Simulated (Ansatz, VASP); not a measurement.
## Two plane-wave programs on Ta2SiO3

```xyz
6
Lattice="5.0259 0.0000 0.0000 -2.5130 4.3526 0.0000 0.0000 0.0000 3.2230" Properties=species:S:1:pos:R:3 pbc="T T T"
Ta    0.0000    2.9017    1.6115
Ta    2.5130    1.4509    1.6115
Si    0.0000    0.0000    0.0000
O     2.9815    0.0000    0.0000
O    -1.4907    2.5820    0.0000
O     1.0222    1.7705    0.0000
```

Alike in both runs: functional PBE; k mesh 6 × 6 × 8; occupations gaussian, width 0.02 eV; no spin polarisation.

Ansatz relaxed the structure, and its values are those at the end. VASP's run is a single point on that final structure, the one shown.

```csv
,VASP,Ansatz
version,VASP 6.6.1,Ansatz 0.2.0
potentials or method,"VASP PAW PBE potentials, release 64 (Ta_pv, Si, O), cutoff 520 eV","scalar-relativistic, plane waves, PAW"
valence electrons in the cell,44,48
```

```tsv
	VASP	Ansatz	Ansatz less VASP
gap on the k mesh at the Fermi level (eV)	0.68	0.68	+0.002
least direct gap on the mesh (eV)	0.68	0.68	0.000
pressure (GPa)	0.4	0.0	-0.42
rms of the force components (eV/Å)	0.004	0.002	-0.0019
```

VASP's potentials hold 44 valence electrons a cell and Ansatz's 48, so a difference there can come from the potentials and not from the codes.

Neither program's run includes spin-orbit coupling.
